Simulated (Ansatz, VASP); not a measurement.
**Hf: VASP beside Ansatz**

Contents of INCAR:

```
PREC     = Accurate       # precision mode
ENCUT    = 520            # plane-wave cutoff, eV
EDIFF    = 1E-7           # SCF threshold, eV
ISMEAR   = -1             # smearing method
SIGMA    = 0.1            # smearing width, eV
LREAL    = F              # projectors in reciprocal space
LASPH    = T              # aspherical terms in the spheres
NELM     = 60             # most SCF steps
ALGO     = Normal         # electronic algorithm
ISIF     = 2              # what is computed and relaxed
LWAVE    = F              # write WAVECAR
LCHARG   = T              # write CHGCAR
GGA      = RE             # functional
LELF     = T              # ELF
LVHAR    = T            
NBANDS   = 28             # bands
```

Contents of KPOINTS:

```
Automatic mesh
0
Gamma
  13 13 4
```

File POSCAR:

```
Hf
1.0
    3.2201780929      0.0000000000      0.0000000000
   -1.6100890464      2.7887560332      0.0000000000
    0.0000000000      0.0000000000     10.3029246794
Hf
4
Direct
    1.0000000000      0.0000000000      1.0000000000
    1.0000000000      0.0000000000      0.5000000000
    0.3333333333      0.6666666667      0.2500000000
    0.6666666667      0.3333333333      0.7500000000
```

Input for Ansatz:

```yaml
crystal:
  lattice:
    - [3.2201780929, 0.0, 0.0]
    - [-1.6100890464, 2.7887560332, 0.0]
    - [0.0, 0.0, 10.3029246794]
  atoms:
    - { symbol: Hf, position: [1.0, 0.0, 1.0] }
    - { symbol: Hf, position: [1.0, 0.0, 0.5] }
    - { symbol: Hf, position: [0.3333333333, 0.6666666667, 0.25] }
    - { symbol: Hf, position: [0.6666666667, 0.3333333333, 0.75] }
hamiltonian:
  xc: revpbe
  pseudopotentials:
    kind: paw
    azcp:
      Hf: "pseudopotentials/Hf.paw.azcp"
basis:
  ecutwfc: 420
  fft_grid_basis: typed
kpoints:
  mp_grid: { grid: [13, 13, 4], shift: [0, 0, 0] }
magnetization:
  spin_polarized: false
scf:
  occupations: { method: fermi_dirac, width: 0.1 }
  lower_state_search: "off"
output:
  stress: true
  write_density: true
  write_potential: true
  elf: true
  volumetric_format: npy
```

Alike in both runs: task single point; functional revPBE; k mesh 13 × 13 × 4; occupations fermi-dirac, width 0.1 eV; no spin polarisation.

|  | VASP | Ansatz |
| --- | --- | --- |
| version | VASP 6.6.1 | Ansatz 0.2.0 |
| potentials or method | VASP PAW PBE potentials, release 64 (Hf_pv), cutoff 520 eV | plane waves (420 eV) with PAW, scalar-relativistic |
| valence electrons in the cell | 40 | 104 |

Ansatz gave:

| Item | Value |
| --- | --- |
| pressure (GPa) | 0.0 |

Problem. Which values does VASP return?

Solution. Pressure (GPa): -0.5.

VASP's potentials were made for PBE, not for revPBE. The functional is the same, so the differences come from potentials, cutoffs and numerics. VASP's potentials hold 40 valence electrons a cell and Ansatz's 104, so a difference there can come from the potentials and not from the codes.

Spin-orbit coupling is off throughout.
